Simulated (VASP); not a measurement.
# Sr3Zn (Pm-3m) in VASP: further runs

Runs on Sr3Zn. Level: PBE. Tasks: single point, relaxation of cell and atoms.

All numbers are computed with VASP 6.6.1; they aren't measurements. Logs are shortened: lines on timing, memory, paths and dates and some standing lists are left out, and cuts for length are marked.

### 1 The cell of the first run

Symmetry: Pm-3m, No. 221, cubic system. The conventional cell has a = 5.480 Å, b = 5.480 Å, c = 5.480 Å, α = 90.00°, β = 90.00°, γ = 90.00°. Sr (site symmetry 4/mmm) has 8 Sr at 3.87 Å and 4 Zn at 3.87 Å within 5.1 Å. Within 5.1 Å of Zn (site symmetry m-3m) lie 12 Sr at 3.87 Å.

### 2 Single point, PBE

INCAR reads:

```
SYSTEM = Sr3Zn
ALGO = Normal ; EDIFF = 1E-7
ENCUT = 520 ; GGA = PE
ISIF = 2 ; ISMEAR = 0
LASPH = .TRUE. ; LCHARG = .FALSE.
LREAL = .FALSE. ; LWAVE = .FALSE.
NBANDS = 29 ; NELM = 80
PREC = Accurate ; SIGMA = 0.1
```

KPOINTS reads:

```
k-points
0
G
  4 4 4
  0 0 0
```

POSCAR reads:

```
Sr3Zn
1.0
    5.4799420000      0.0000000000      0.0000000000
    0.0000000000      5.4799420000      0.0000000000
    0.0000000000      0.0000000000      5.4799420000
Sr Zn
3 1
Direct
    0.5000000000      0.0000000000      0.5000000000
    0.5000000000      0.5000000000      0.0000000000
    0.0000000000      0.5000000000      0.5000000000
    0.0000000000      0.0000000000      0.0000000000
```

Potentials or basis: VASP PAW PBE potentials, release 64 (Sr_sv, Zn).

Command:

```console
cat potpaw_PBE.64/Sr_sv/POTCAR potpaw_PBE.64/Zn/POTCAR > POTCAR
mpirun -np 1 vasp_std > vasp.out
```

OUTCAR:

```text
SYSTEM = Sr3Zn
   EDIFF = 1E-7
   ENCUT = 520
   GGA = PE
   ISIF = 2
   ISMEAR = 0
   LASPH = .TRUE.
   LREAL = .FALSE.
   NELM = 80
   PREC = Accurate

 ion  position               nearest neighbor table
   1  0.500  0.000  0.500-   2 3.87   3 3.87   4 3.87   2 3.87   4 3.87   2 3.87   3 3.87   2 3.87
                             3 3.87   4 3.87   4 3.87   3 3.87
   2  0.500  0.500  0.000-   1 3.87   3 3.87   4 3.87   1 3.87   3 3.87   1 3.87   4 3.87   1 3.87
                             3 3.87   4 3.87   3 3.87   4 3.87
   3  0.000  0.500  0.500-   1 3.87   2 3.87   4 3.87   2 3.87   4 3.87   1 3.87   4 3.87   4 3.87
                             1 3.87   2 3.87   2 3.87   1 3.87
   4  0.000  0.000  0.000-   1 3.87   2 3.87   3 3.87   1 3.87   3 3.87   2 3.87   3 3.87   3 3.87
                             1 3.87   2 3.87   1 3.87   2 3.87

  LATTYP: Found a simple cubic cell.
 ALAT       =     5.4799420000

  Lattice vectors:

 A1 = (   5.4799420000,   0.0000000000,   0.0000000000)
 A2 = (   0.0000000000,   5.4799420000,   0.0000000000)
 A3 = (   0.0000000000,   0.0000000000,   5.4799420000)

Analysis of symmetry for initial positions (statically):
=====================================================================
 Subroutine PRICEL returns:
 Original cell was already a primitive cell.

 Routine SETGRP: Setting up the symmetry group for a
 simple cubic supercell.

 Subroutine GETGRP returns: Found 48 space group operations
 (whereof 48 operations were pure point group operations)
 out of a pool of 48 trial point group operations.

The static configuration has the point symmetry O_h .

Analysis of symmetry for dynamics (positions and initial velocities):
=====================================================================
 Subroutine PRICEL returns:
 Original cell was already a primitive cell.

 Routine SETGRP: Setting up the symmetry group for a
 simple cubic supercell.

 Subroutine GETGRP returns: Found 48 space group operations
 (whereof 48 operations were pure point group operations)
 out of a pool of 48 trial point group operations.

The dynamic configuration has the point symmetry O_h .

 Subroutine INISYM returns: Found 48 space group operations
 (whereof 48 operations are pure point group operations),
 and found     1 'primitive' translations

----------------------------------------------------------------------------------------

                                     Primitive cell

  volume of cell :     164.5614

  direct lattice vectors                    reciprocal lattice vectors
     5.479942000  0.000000000  0.000000000     0.182483683  0.000000000  0.000000000
     0.000000000  5.479942000  0.000000000     0.000000000  0.182483683  0.000000000
     0.000000000  0.000000000  5.479942000     0.000000000  0.000000000  0.182483683

  length of vectors
     5.479942000  5.479942000  5.479942000     0.182483683  0.182483683  0.182483683

  position of ions in fractional coordinates (direct lattice)
     0.500000000  0.000000000  0.500000000
     0.500000000  0.500000000  0.000000000
     0.000000000  0.500000000  0.500000000
     0.000000000  0.000000000  0.000000000

  ion indices of the primitive-cell ions
   primitive index   ion index
                 1           1
                 2           2
                 3           3
                 4           4

----------------------------------------------------------------------------------------

 KPOINTS: k-points

Automatic generation of k-mesh.
 Grid dimensions read from file:
 generate k-points for:    4    4    4

 Generating k-lattice:

  Cartesian coordinates                     Fractional coordinates (reciprocal lattice)
     0.045620921  0.000000000  0.000000000     0.250000000  0.000000000  0.000000000
     0.000000000  0.045620921  0.000000000     0.000000000  0.250000000  0.000000000
     0.000000000  0.000000000  0.045620921     0.000000000  0.000000000  0.250000000

  Length of vectors
     0.045620921  0.045620921  0.045620921

  Shift w.r.t. Gamma in fractional coordinates (k-lattice)
     0.000000000  0.000000000  0.000000000

 Subroutine IBZKPT returns following result:
 ===========================================

 Found     10 irreducible k-points:

 Following reciprocal coordinates:
            Coordinates               Weight
  0.000000  0.000000  0.000000      1.000000
  0.250000  0.000000  0.000000      6.000000
  0.500000  0.000000  0.000000      3.000000
  0.250000  0.250000  0.000000     12.000000
  0.500000  0.250000  0.000000     12.000000
  0.500000  0.500000  0.000000      3.000000
  0.250000  0.250000  0.250000      8.000000
  0.500000  0.250000  0.250000     12.000000
  0.500000  0.500000  0.250000      6.000000
  0.500000  0.500000  0.500000      1.000000
   k-points           NKPTS =     10   k-points in BZ     NKDIM =     10   number of bands    NBANDS=     29
   number of dos      NEDOS =    301   number of ions     NIONS =      4
   total plane-waves  NPLWV =  74088
   dimension x,y,z NGX =    42 NGY =   42 NGZ =   42
   dimension x,y,z NGXF=    84 NGYF=   84 NGZF=   84
   ions per type =               3   1
   NGX,Y,Z   is equivalent  to a cutoff of  12.74, 12.74, 12.74 a.u.
   NGXF,Y,Z  is equivalent  to a cutoff of  25.48, 25.48, 25.48 a.u.
 SYSTEM =  Sr3Zn
   PREC   = accura    normal or accurate (medium, high low for compatibility)
   ISTART =      0    job   : 0-new  1-cont  2-samecut
   ICHARG =      2    charge: 1-file 2-atom 10-const
   ISPIN  =      1    spin polarized calculation?
   LNONCOLLINEAR =      F non collinear calculations
   LSORBIT =      F    spin-orbit coupling
   LASPH  =      T    aspherical Exc in radial PAW
   ENCUT  =  520.0 eV  38.22 Ry    6.18 a.u.  10.19 10.19 10.19*2*pi/ulx,y,z
   NELM   =     80;   NELMIN=  2; NELMDL= -5     # of ELM steps
   EDIFF  = 0.1E-06   stopping-criterion for ELM
   LREAL  =      F    real-space projection
   EDIFFG = 0.1E-05   stopping-criterion for IOM
   NSW    =      0    number of steps for IOM
   IBRION =     -1    ionic relax: 0-MD 1-quasi-New 2-CG
   NFREE  =      0    steps in history (QN), initial steepest desc. (CG)
   ISIF   =      2    stress and relaxation
   ISYM   =      2    0-nonsym 1-usesym 2-fastsym
   POTIM  = 0.5000    time-step for ionic-motion
   TEBEG  =    0.0;   TEEND  =   0.0 temperature during run
   PSTRESS=    0.0 pullay stress
   NELECT =      42.0000    total number of electrons
   NUPDOWN=      -1.0000    fix difference up-down
   EMIN   =  10.00;   EMAX   =-10.00  energy-range for DOS
   EFERMI =   0.00;   METHOD = LEGACY
   ISMEAR =     0;   SIGMA  =   0.10  broadening in eV -4-tet -1-fermi 0-gaus
   EFERMI_NEDOS =   21; number of points for ismear=-14 and -15
   IALGO  =     38    algorithm
   IMIX   =      4    mixing-type and parameters
     AMIX     =   0.40;   BMIX     =  1.00
     AMIX_MAG =   1.60;   BMIX_MAG =  1.00
  volume/ion in A,a.u.               =      41.14       277.63
  Fermi-wavevector in a.u.,A,eV,Ry     =   1.038441  1.962370 14.671984  1.078360
  Thomas-Fermi vector in A             =   2.172926
   LORBIT       =      0    0 simple, 1 ext, 2 COOP (PROOUT), +10 PAW based schemes
   GGA     = PE    functional components
   LHFCALC =     F    Hartree Fock is set to
   AEXX    =    0.0000 exact exchange contribution
   IVDW    =     0    specifies the selected vdW correction
   LEPSILON=     F    determine dielectric tensor
   LRPA    =     F    only Hartree local field effects (RPA)
 non-spin polarized calculation
 Gauss-broadening in eV      SIGMA  =   0.10
  energy-cutoff  :      520.00
  volume of cell :      164.56
 maximum number of plane-waves:      4468
 NGX is ok and might be reduce to    42
   NGX = 21   NGY = 21   NGZ = 21

 number of electron      41.9999978 magnetization

 Free energy of the ion-electron system (eV)
  ---------------------------------------------------
  ext. energy  EPLUGINS =         0.00000000
  ---------------------------------------------------
  free energy    TOTEN  =        -5.72968525 eV

  energy without entropy =       -5.69327876  energy(sigma->0) =       -5.71148201

 E-fermi :   1.8720     XC(G=0):  -8.0576

 val. band max:        1.8670624640   @ k =   0.5000   0.2500   0.2500
 cond. band min:       1.9010694893   @ k =   0.5000   0.5000   0.2500
 fundamental gap:      0.0340070253
 Fermi energy:         1.8719521113

 k-point     1 :       0.0000    0.0000    0.0000
  band No.  band energies     occupation
      1     -34.5405      2.00000
      2     -34.4902      2.00000
      3     -34.4902      2.00000
      4     -16.6957      2.00000
      5     -16.6957      2.00000
      6     -16.6957      2.00000
[... 21 lines left out ...]
     28       4.4900      0.00000
     29       5.5455      0.00000

 k-point     2 :       0.2500    0.0000    0.0000
  band No.  band energies     occupation
      1     -34.5341      2.00000
      2     -34.4966      2.00000
      3     -34.4901      2.00000
      4     -16.6691      2.00000
      5     -16.6691      2.00000
      6     -16.6532      2.00000
[... 21 lines left out ...]
     28       4.4237      0.00000
     29       5.0911      0.00000

 k-point     3 :       0.5000    0.0000    0.0000
  band No.  band energies     occupation
      1     -34.5237      2.00000
      2     -34.5069      2.00000
      3     -34.4901      2.00000
      4     -16.6327      2.00000
      5     -16.6327      2.00000
      6     -16.5599      2.00000
[... 21 lines left out ...]
     28       4.3149      0.00000
     29       4.6335      0.00000

 k-point     4 :       0.2500    0.2500    0.0000
  band No.  band energies     occupation
      1     -34.5284      2.00000
      2     -34.4985      2.00000
      3     -34.4938      2.00000
      4     -16.6855      2.00000
      5     -16.6408      2.00000
      6     -16.5933      2.00000
[... 149 lines left out ...]
     28       4.8239      0.00000
     29       5.0708      0.00000

 k-point     9 :       0.5000    0.5000    0.2500
  band No.  band energies     occupation
      1     -34.5067      2.00000
      2     -34.5067      2.00000
      3     -34.5067      2.00000
      4     -16.7546      2.00000
      5     -16.6705      2.00000
      6     -16.6270      2.00000
[... 21 lines left out ...]
     28       4.6498      0.00000
     29       4.8512      0.00000

 k-point    10 :       0.5000    0.5000    0.5000
  band No.  band energies     occupation
      1     -34.5067      2.00000
      2     -34.5067      2.00000
      3     -34.5067      2.00000
      4     -16.8090      2.00000
      5     -16.6697      2.00000
      6     -16.6697      2.00000
[... 21 lines left out ...]
     28       4.3473      0.00000
     29       5.1440      0.00000

------------------------ aborting loop because EDIFF is reached ----------------------------------------

  FORCE on cell =-STRESS in cart. coord.  units (eV):
  Direction    XX          YY          ZZ          XY          YZ          ZX
  --------------------------------------------------------------------------------------
  -------------------------------------------------------------------------------------
  Total       -0.0167815     -0.0167815     -0.0167815      0.0000000     -0.0000000      0.0000000
  in kB       -0.1633855     -0.1633855     -0.1633855      0.0000000     -0.0000000      0.0000000
  external PRESSURE =      -0.1633855 kB  Pullay stress =       0.0000000 kB

 VOLUME and BASIS-vectors are now :
 -----------------------------------------------------------------------------
  energy-cutoff  :      520.00
  volume of cell :      164.56
      direct lattice vectors                 reciprocal lattice vectors
     5.479942000  0.000000000  0.000000000     0.182483683  0.000000000  0.000000000
     0.000000000  5.479942000  0.000000000     0.000000000  0.182483683  0.000000000
     0.000000000  0.000000000  5.479942000     0.000000000  0.000000000  0.182483683

 POSITION                                       TOTAL-FORCE (eV/Angst)
 -----------------------------------------------------------------------------------
      2.73997      0.00000      2.73997         0.000000      0.000000      0.000000
      2.73997      2.73997      0.00000         0.000000      0.000000      0.000000
      0.00000      2.73997      2.73997         0.000000      0.000000      0.000000
      0.00000      0.00000      0.00000         0.000000      0.000000      0.000000
 -----------------------------------------------------------------------------------
    total drift:                                0.000000     -0.000000     -0.000000

  FREE ENERGIE OF THE ION-ELECTRON SYSTEM (eV)
  ---------------------------------------------------
  free  energy   TOTEN  =        -5.7296852508 eV

  energy  without entropy=       -5.6932787601  energy(sigma->0) =       -5.71148201
```

Wall time 39 s (1 thread of AMD EPYC 9R45 (Zen 5), shared host); peak memory 0.24 GiB.

What came out:

| Item | Value |
| --- | --- |
| Free energy | -5.7297 eV |
| Pressure | 0.0 GPa |
| Band gap on the k mesh | zero (bands 21 and 22 overlap by 0.52 eV) |

Levels at points of the mesh, in eV from the Fermi level:
```tsv
k point	band 19	band 20	band 21	band 22	band 23	band 24
(0.00, 0.00, 0.00)	-1.74	0.09	0.09	0.73	0.73	0.73
(0.50, 0.00, 0.00)	-2.57	-0.33	0.24	0.24	1.10	1.17
(0.50, 0.50, 0.00)	-1.49	-1.49	-0.82	0.18	1.08	1.28
(0.50, 0.50, 0.50)	-0.64	-0.64	-0.64	-0.09	-0.09	-0.09
```

### 3 Single point, PBE

This run uses another cell than the first one, of 41.46 Å³/atom.

INCAR reads:

```
SYSTEM = Sr3Zn
PREC = Accurate
ENCUT = 520
EDIFF = 1E-7
ISMEAR = 0
SIGMA = 0.1
LREAL = .False.
LASPH = .True.
NELM = 100
ALGO = Fast
ISIF = 2
LWAVE = .False.
LCHARG = .True.
GGA = PE
LELF = .True.
LVHAR = .True.
NBANDS = 29
```

KPOINTS reads:

```
Automatic mesh
0
Gamma
  8 8 8
  0 0 0
```

POSCAR reads:

```
Sr3Zn
1.0
    5.4940567457      0.0000000000      0.0000000000
    0.0000000000      5.4940567457      0.0000000000
    0.0000000000      0.0000000000      5.4940567457
Sr Zn
3 1
Direct
    0.5000000000      0.0000000000      0.5000000000
    0.5000000000      0.5000000000      0.0000000000
    0.0000000000      0.5000000000      0.5000000000
    0.0000000000      0.0000000000      0.0000000000
```

Potentials or basis: VASP PAW PBE potentials, release 64 (Sr_sv, Zn).

Command:

```console
cat potpaw_PBE.64/Sr_sv/POTCAR potpaw_PBE.64/Zn/POTCAR > POTCAR
mpirun -np 1 vasp_std > vasp.out
```

Run time: 4 min. Hardware: 1 thread of AMD EPYC 9R45 (Zen 5), shared host; peak memory 0.32 GiB.

It converged, with:

| Quantity | Value |
| --- | --- |
| Free energy | -5.6721 eV |
| Pressure | 0.0 GPa |
| Band gap on the k mesh | zero (bands 21 and 22 overlap by 0.53 eV) |

Levels at points of the mesh, in eV from the Fermi level:
```
           k point  band 17  band 18  band 19  band 20  band 21  band 22  band 23  band 24  band 25  band 26
(0.00, 0.00, 0.00)    -6.79    -4.76    -1.71     0.11     0.11     0.77     0.77     0.77     1.04     1.04
(0.50, 0.00, 0.00)    -6.78    -3.90    -2.55    -0.30     0.26     0.26     1.13     1.19     1.51     1.65
(0.50, 0.50, 0.00)    -6.78    -3.48    -1.47    -1.47    -0.80     0.20     1.10     1.30     1.30     1.98
(0.50, 0.50, 0.50)    -6.78    -3.54    -0.62    -0.62    -0.62    -0.08    -0.08    -0.08     0.68     2.50
```

### 4 Relaxation of cell and atoms, PBE

INCAR reads:

```
  PREC = Accurate
  ENCUT = 600
  EDIFF = 1E-6
  ISMEAR = 0
  SIGMA = 0.1
  LREAL = False
  LASPH = True
  NELM = 60
  ALGO = Fast
  ISIF = 3
  LWAVE = False
  LCHARG = False
  GGA = PE
  IBRION = 2
  NSW = 100
  EDIFFG = -0.01
```

KPOINTS reads:

```
regular mesh
0
Gamma
  8 8 8
```

POSCAR reads:

```
Sr3Zn
1.0
    5.4799420000      0.0000000000      0.0000000000
    0.0000000000      5.4799420000      0.0000000000
    0.0000000000      0.0000000000      5.4799420000
Sr Zn
3 1
Direct
    0.5000000000      0.0000000000      0.5000000000
    0.5000000000      0.5000000000      0.0000000000
    0.0000000000      0.5000000000      0.5000000000
    0.0000000000      0.0000000000      0.0000000000
```

Command:

```console
cat potpaw_PBE.64/Sr_sv/POTCAR potpaw_PBE.64/Zn/POTCAR > POTCAR
mpirun -np 1 vasp_std > vasp.out
```

It took 5.4 min on 1 thread of AMD EPYC 9R45 (Zen 5), shared host; peak memory 0.42 GiB.

Results (log left out):

| Property | Result |
| --- | --- |
| Free energy | -5.6715 eV |
| Relaxed volume | 41.45 Å³/atom |
| Relaxed cell | a = 5.494 Å, b = 5.494 Å, c = 5.494 Å, α = 90.00°, β = 90.00°, γ = 90.00° |
| Space group after relaxing (to 0.1 Å) | Pm-3m (No. 221) |
| Energy gained by relaxing | 0.1 meV/atom |
| Ionic steps | 3 |
| Pressure after relaxing | 0.0 GPa |
| Band gap on the k mesh | zero (bands 21 and 22 overlap by 0.53 eV) |

The path:
| step | energy change (eV) | largest force (eV/Å) | pressure (GPa) | volume (Å³) |
| --- | --- | --- | --- | --- |
| 1 | 0.0000 | 0.0000 | 0.13 | 164.56 |
| 2 | -0.0005 | 0.0000 | 0.06 | 165.36 |
| 3 | -0.0006 | 0.0000 | 0.03 | 165.79 |

Final structure:
```xyz
4
Lattice="5.4936 0.0000 0.0000 0.0000 5.4936 0.0000 0.0000 0.0000 5.4936" Properties=species:S:1:pos:R:3 pbc="T T T"
Sr    2.7468    0.0000    2.7468
Sr    2.7468    2.7468    0.0000
Sr    0.0000    2.7468    2.7468
Zn    0.0000    0.0000    0.0000
```

Levels at points of the mesh, in eV from the Fermi level:
```
           k point  band 18  band 19  band 20  band 21  band 22  band 23  band 24  band 25
(0.00, 0.00, 0.00)    -4.76    -1.71     0.11     0.11     0.77     0.77     0.77     1.04
(0.50, 0.00, 0.00)    -3.90    -2.55    -0.30     0.26     0.26     1.13     1.19     1.62
(0.50, 0.50, 0.00)    -3.48    -1.47    -1.47    -0.80     0.20     1.10     1.30     1.30
(0.50, 0.50, 0.50)    -3.54    -0.62    -0.62    -0.62    -0.08    -0.08    -0.08     0.68
```

### 5 Overview

```csv
task,cell,k mesh,cutoff (eV),gap on the mesh (eV),pressure (GPa)
single point,"a = 5.480 Å, 4 atoms",4 × 4 × 4,520,none,0.0
single point,"a = 5.494 Å, 4 atoms",8 × 8 × 8,520,none,0.0
relaxation of cell and atoms,"relaxed from a = 5.480 Å, 4 atoms",8 × 8 × 8,600,none,0.0
```

Alike in all rows: level PBE; potentials or basis VASP PAW PBE potentials, release 64 (Sr_sv, Zn); no spin polarisation; smearing gaussian 0.1 eV.

Absolute energies hang on the potentials; compare differences alone.

The gap in the log of VASP goes by the Fermi energy; the results here count the filled bands.